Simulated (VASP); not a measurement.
A run of VASP 6.6.1 is set up as follows.

File INCAR:

```
SYSTEM = Zr2O
PREC = Accurate
ENCUT = 520
EDIFF = 1E-7
ISMEAR = 0
SIGMA = 0.1
LREAL = .FALSE.
LASPH = .TRUE.
NELM = 60
ALGO = Normal
ISIF = 2
LWAVE = .FALSE.
LCHARG = .TRUE.
GGA = PS
LELF = .TRUE.
LVHAR = .TRUE.
NBANDS = 39
```

The input KPOINTS:

```
Automatic mesh
0
G
  6 6 2
  0 0 0
```

Contents of POSCAR:

```
Zr2O
1.0
    3.1728260571      0.0000000000      0.0000000000
   -1.5864130286      2.7477479672      0.0000000000
    0.0000000000      0.0000000000     10.9106566916
Zr O
4 2
Direct
    0.6666666667      0.3333333333      0.8859930852
    0.3333333333      0.6666666667      0.3859930852
    0.6666666667      0.3333333333      0.6140069148
    0.3333333333      0.6666666667      0.1140069148
    0.0000000000      0.0000000000      0.7500000000
    0.0000000000      0.0000000000      0.2500000000
```

Potentials or basis: VASP PAW PBE potentials, release 64 (Zr_sv, O).

Command:

```sh
$ cat potpaw_PBE.64/Zr_sv/POTCAR potpaw_PBE.64/O/POTCAR > POTCAR
$ mpirun -np 1 vasp_std > vasp.out
```

Predict the band gap on the k mesh.

zero (bands 30 and 31 overlap by 1.24 eV).

Estimate the largest force.

0.034 eV/Å.

Estimate the pressure.

0.4 GPa.

Stress tensor (GPa, compression positive):
```
0.59 0.00 0.00
0.00 0.59 0.00
0.00 0.00 0.08
```

Caveat: the k points lie up to 0.38 Å⁻¹ apart, too coarse for converged energies and pressures of a metal; the PAW data sets were made with another functional, which shifts forces and pressure a little.
